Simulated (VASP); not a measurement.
# C (I4_1/amd) in VASP: notebook

C is run at these levels: r2SCAN; tasks: single point.

Everything below comes from runs of VASP 6.6.1. Logs are shortened: lines on timing, memory, paths and dates and some standing lists are left out, and cuts for length are marked.

**1. The cell of the first run**

The structure is tetragonal, space group I4_1/amd (No. 141). Conventional cell: a = 2.522 Å, b = 2.522 Å, c = 3.620 Å, α = 90.00°, β = 90.00°, γ = 90.00°. Within 2.1 Å of C (site symmetry -4m2) lie 4 C at 1.55 Å.

**2. Single point, r2SCAN (strain +0.000 along x and y, +0.015 along z)**

Contents of POSCAR:

```
C
1.0
    0.0000000000      1.7834000000      1.8101510000
    1.7834000000      0.0000000000      1.8101510000
    1.7834000000      1.7834000000      0.0000000000
C
2
Direct
    0.5000000000      0.5000000000      0.5000000000
    0.7500000000      0.7500000000      0.7500000000
```

Contents of INCAR.step1:

```
ALGO = Normal
EDIFF = 1E-4
ENCUT = 520
GGA = PE
ISMEAR = 0
LASPH = T
LCHARG = F
LREAL = F
LWAVE = T
NBANDS = 11
NELM = 60
PREC = Accurate
SIGMA = 0.05
```

Contents of INCAR.step2:

```
ALGO = Normal
EDIFF = 1E-6
ENCUT = 520
ISIF = 2
ISMEAR = 0
ISTART = 1
LASPH = T
LCHARG = F
LMIXTAU = T
LREAL = F
LWAVE = F
METAGGA = R2SCAN
NBANDS = 11
NELM = 60
PREC = Accurate
SIGMA = 0.05
```

Contents of KPOINTS:

```
k-points
0
Gamma
  12 12 12
```

Potentials or basis: VASP PAW PBE potentials, release 64 (C).

Run with:

```sh
$ cat potpaw_PBE.64/C/POTCAR > POTCAR
$ cp INCAR.step1 INCAR
$ mpirun -np 1 vasp_std > vasp.out
$ cp INCAR.step2 INCAR
$ mpirun -np 1 vasp_std > vasp.out
```

OUTCAR:

```text
EDIFF = 1E-6
   ENCUT = 520
   ISIF = 2
   ISMEAR = 0
   ISTART = 1
   LASPH = T
   LREAL = F
   METAGGA = R2SCAN
   NELM = 60
   PREC = Accurate

 ion  position               nearest neighbor table
   1  0.500  0.500  0.500-   2 1.55   2 1.55   2 1.55   2 1.55
   2  0.750  0.750  0.750-   1 1.55   1 1.55   1 1.55   1 1.55

  LATTYP: Found a body centered tetragonal cell.
 ALAT       =     2.5221084671
 C/A-ratio  =     1.4354267658

  Lattice vectors:

 A1 = (  -1.7834000000,   0.0000000000,   1.8101510000)
 A2 = (   1.7834000000,   0.0000000000,   1.8101510000)
 A3 = (   0.0000000000,   1.7834000000,  -1.8101510000)

Analysis of symmetry for initial positions (statically):
=====================================================================
 Subroutine PRICEL returns:
 Original cell was already a primitive cell.

 Routine SETGRP: Setting up the symmetry group for a
 body centered tetragonal supercell.

 Subroutine GETGRP returns: Found 16 space group operations
 (whereof  8 operations were pure point group operations)
 out of a pool of 16 trial point group operations.

The static configuration has the point symmetry D_2d.
 The point group associated with its full space group is D_4h.

Analysis of symmetry for dynamics (positions and initial velocities):
=====================================================================
 Subroutine PRICEL returns:
 Original cell was already a primitive cell.

 Routine SETGRP: Setting up the symmetry group for a
 body centered tetragonal supercell.

 Subroutine GETGRP returns: Found 16 space group operations
 (whereof  8 operations were pure point group operations)
 out of a pool of 16 trial point group operations.

The dynamic configuration has the point symmetry D_2d.
 The point group associated with its full space group is D_4h.

 Subroutine INISYM returns: Found 16 space group operations
 (whereof  8 operations are pure point group operations),
 and found     1 'primitive' translations

----------------------------------------------------------------------------------------

                                     Primitive cell

  volume of cell :      11.5144

  direct lattice vectors                    reciprocal lattice vectors
     0.000000000  1.783400000  1.810151000    -0.280363351  0.280363351  0.276220050
     1.783400000  0.000000000  1.810151000     0.280363351 -0.280363351  0.276220050
     1.783400000  1.783400000  0.000000000     0.280363351  0.280363351 -0.276220050

  length of vectors
     2.541094686  2.541094686  2.522108467     0.483223275  0.483223275  0.483223275

  position of ions in fractional coordinates (direct lattice)
     0.500000000  0.500000000  0.500000000
     0.750000000  0.750000000  0.750000000

  ion indices of the primitive-cell ions
   primitive index   ion index
                 1           1
                 2           2

----------------------------------------------------------------------------------------

 KPOINTS: k-points

Automatic generation of k-mesh.
 Grid dimensions read from file:
 generate k-points for:   12   12   12

 Generating k-lattice:

  Cartesian coordinates                     Fractional coordinates (reciprocal lattice)
    -0.023363613  0.023363613  0.023018338     0.083333333  0.000000000  0.000000000
     0.023363613 -0.023363613  0.023018338     0.000000000  0.083333333  0.000000000
     0.023363613  0.023363613 -0.023018338    -0.000000000 -0.000000000  0.083333333

  Length of vectors
     0.040268606  0.040268606  0.040268606

  Shift w.r.t. Gamma in fractional coordinates (k-lattice)
     0.000000000  0.000000000  0.000000000

 Subroutine IBZKPT returns following result:
 ===========================================

 Found    163 irreducible k-points:

 Following reciprocal coordinates:
            Coordinates               Weight
  0.000000  0.000000  0.000000      1.000000
  0.083333 -0.000000  0.000000      8.000000
  0.166667 -0.000000  0.000000      8.000000
  0.250000  0.000000  0.000000      8.000000
  0.333333  0.000000  0.000000      8.000000
  0.416667  0.000000  0.000000      8.000000
[... 16 lines left out ...]
  0.500000  0.166667  0.000000      8.000000
 -0.416667  0.166667  0.000000      8.000000
 [... further k-points ...]
   k-points           NKPTS =    163   k-points in BZ     NKDIM =    163   number of bands    NBANDS=     11
   number of dos      NEDOS =    301   number of ions     NIONS =      2
   total plane-waves  NPLWV =   8000
   dimension x,y,z NGX =    20 NGY =   20 NGZ =   20
   dimension x,y,z NGXF=    40 NGYF=   40 NGZF=   40
   ions per type =               2
   NGX,Y,Z   is equivalent  to a cutoff of  13.08, 13.08, 13.18 a.u.
   NGXF,Y,Z  is equivalent  to a cutoff of  26.17, 26.17, 26.37 a.u.
 SYSTEM =  unknown system
   PREC   = accura    normal or accurate (medium, high low for compatibility)
   ISTART =      1    job   : 0-new  1-cont  2-samecut
   ICHARG =      0    charge: 1-file 2-atom 10-const
   ISPIN  =      1    spin polarized calculation?
   LNONCOLLINEAR =      F non collinear calculations
   LSORBIT =      F    spin-orbit coupling
   LASPH  =      T    aspherical Exc in radial PAW
   ENCUT  =  520.0 eV  38.22 Ry    6.18 a.u.   4.72  4.72  4.69*2*pi/ulx,y,z
   NELM   =     60;   NELMIN=  2; NELMDL=  0     # of ELM steps
   EDIFF  = 0.1E-05   stopping-criterion for ELM
   LREAL  =      F    real-space projection
   EDIFFG = 0.1E-04   stopping-criterion for IOM
   NSW    =      0    number of steps for IOM
   IBRION =     -1    ionic relax: 0-MD 1-quasi-New 2-CG
   NFREE  =      0    steps in history (QN), initial steepest desc. (CG)
   ISIF   =      2    stress and relaxation
   ISYM   =      2    0-nonsym 1-usesym 2-fastsym
   POTIM  = 0.5000    time-step for ionic-motion
   TEBEG  =    0.0;   TEEND  =   0.0 temperature during run
   PSTRESS=    0.0 pullay stress
   NELECT =       8.0000    total number of electrons
   NUPDOWN=      -1.0000    fix difference up-down
   EMIN   =  10.00;   EMAX   =-10.00  energy-range for DOS
   EFERMI =   0.00;   METHOD = LEGACY
   ISMEAR =     0;   SIGMA  =   0.05  broadening in eV -4-tet -1-fermi 0-gaus
   EFERMI_NEDOS =   21; number of points for ismear=-14 and -15
   IALGO  =     38    algorithm
   IMIX   =      4    mixing-type and parameters
     AMIX     =   0.40;   BMIX     =  1.00
     AMIX_MAG =   1.60;   BMIX_MAG =  1.00
  volume/ion in A,a.u.               =       5.76        38.85
  Fermi-wavevector in a.u.,A,eV,Ry     =   1.449965  2.740036 28.604851  2.102397
  Thomas-Fermi vector in A             =   2.567631
   LORBIT       =      0    0 simple, 1 ext, 2 COOP (PROOUT), +10 PAW based schemes
   METAGGA = R2SCAN    functional components
   LHFCALC =     F    Hartree Fock is set to
   AEXX    =    0.0000 exact exchange contribution
   IVDW    =     0    specifies the selected vdW correction
   LEPSILON=     F    determine dielectric tensor
   LRPA    =     F    only Hartree local field effects (RPA)
 non-spin polarized calculation
 Gauss-broadening in eV      SIGMA  =   0.05
  energy-cutoff  :      520.00
  volume of cell :       11.51
 maximum number of plane-waves:       331
   NGX =  9   NGY =  9   NGZ =  9

 number of electron       8.0000000 magnetization

 Free energy of the ion-electron system (eV)
  ---------------------------------------------------
  ext. energy  EPLUGINS =         0.00000000
  ---------------------------------------------------
  free energy    TOTEN  =       -19.64752590 eV

  energy without entropy =      -19.64752590  energy(sigma->0) =      -19.64752590

 E-fermi :   9.9471     XC(G=0): -14.1763

 val. band max:        9.5761336461   @ k =   0.0000   0.0000   0.0000
 cond. band min:      13.6869467704   @ k =   0.3333   0.0000   0.3333
 fundamental gap:      4.1108131243
 Fermi energy:         9.9470628347

 k-point     1 :       0.0000    0.0000    0.0000
  band No.  band energies     occupation
      1     -12.9922      2.00000
      2       9.3396      2.00000
      3       9.5761      2.00000
      4       9.5761      2.00000
      5      15.2279      0.00000
      6      15.2279      0.00000
      7      15.4260      0.00000
      8      22.9543      0.00000
      9      29.6887      0.00000
     10      36.2924      0.00000
     11      37.1190      0.00000

 k-point     2 :       0.0833   -0.0000    0.0000
  band No.  band energies     occupation
      1     -12.7933      2.00000
      2       8.1861      2.00000
      3       9.0858      2.00000
      4       9.2406      2.00000
      5      15.6773      0.00000
      6      15.7533      0.00000
      7      16.0881      0.00000
      8      23.1703      0.00000
      9      30.0316      0.00000
     10      34.3580      0.00000
     11      34.9906      0.00000

 k-point     3 :       0.1667   -0.0000    0.0000
  band No.  band energies     occupation
      1     -12.1993      2.00000
      2       5.5308      2.00000
      3       8.3306      2.00000
      4       8.5169      2.00000
      5      16.6587      0.00000
      6      16.6917      0.00000
      7      17.1916      0.00000
      8      23.7950      0.00000
      9      30.7453      0.00000
     10      32.8340      0.00000
     11      33.2899      0.00000
[... 267 lines left out ...]
 k-point    23 :       0.5000    0.1667    0.0000
  band No.  band energies     occupation
      1      -7.1401      2.00000
      2      -3.0039      2.00000
      3       4.0805      2.00000
      4       5.4956      2.00000
      5      17.0736      0.00000
      6      20.7172      0.00000
      7      20.8986      0.00000
      8      24.6515      0.00000
      9      30.5698      0.00000
     10      34.2729      0.00000
     11      37.1236      0.00000

 k-point    24 :      -0.4167    0.1667    0.0000
  band No.  band energies     occupation
      1      -6.6643      2.00000
      2      -3.5795      2.00000
      3       3.5886      2.00000
      4       5.8941      2.00000
      5      17.5457      0.00000
      6      20.1852      0.00000
      7      20.8571      0.00000
      8      25.7455      0.00000
      9      29.9646      0.00000
     10      34.6112      0.00000
     11      35.1647      0.00000

 [... further k-points ...]

------------------------ aborting loop because EDIFF is reached ----------------------------------------

  FORCE on cell =-STRESS in cart. coord.  units (eV):
  Direction    XX          YY          ZZ          XY          YZ          ZX
  --------------------------------------------------------------------------------------
  -------------------------------------------------------------------------------------
  Total       -0.2097858     -0.2097858     -1.2612921      0.0000000     -0.0000000      0.0000000
  in kB      -29.1906829    -29.1906829   -175.5027585      0.0000000     -0.0000000      0.0000000
  external PRESSURE =     -77.9613748 kB  Pullay stress =       0.0000000 kB

 VOLUME and BASIS-vectors are now :
 -----------------------------------------------------------------------------
  energy-cutoff  :      520.00
  volume of cell :       11.51
      direct lattice vectors                 reciprocal lattice vectors
     0.000000000  1.783400000  1.810151000    -0.280363351  0.280363351  0.276220050
     1.783400000  0.000000000  1.810151000     0.280363351 -0.280363351  0.276220050
     1.783400000  1.783400000  0.000000000     0.280363351  0.280363351 -0.276220050

 POSITION                                       TOTAL-FORCE (eV/Angst)
 -----------------------------------------------------------------------------------
      1.78340      1.78340      1.81015         0.000000      0.000000      0.000000
      2.67510      2.67510      2.71523        -0.000000     -0.000000     -0.000000
 -----------------------------------------------------------------------------------
    total drift:                                0.000000     -0.000000      0.000000

  FREE ENERGIE OF THE ION-ELECTRON SYSTEM (eV)
  ---------------------------------------------------
  free  energy   TOTEN  =       -19.6475259015 eV

  energy  without entropy=      -19.6475259015  energy(sigma->0) =      -19.64752590
```

Run time: 62 s. Hardware: 1 thread of Intel Xeon 8259CL, shared host; peak memory 0.13 GiB.

Results:

```
Free energy            : -19.6475 eV
Pressure               : -7.8 GPa
Band gap on the k mesh : 4.11 eV (least direct gap 5.65 eV)
```

Stress tensor (GPa, compression positive):
```
 -2.92   0.00   0.00
  0.00  -2.92   0.00
  0.00   0.00 -17.55
```

Caveat: the cell differs from its parent crystal (strain +0.000 along x and y, +0.015 along z); the cell stands under tension; the PAW data sets were made with another functional, which shifts forces and pressure a little. A k mesh can miss the band edges.

[end of part 1 of 2]
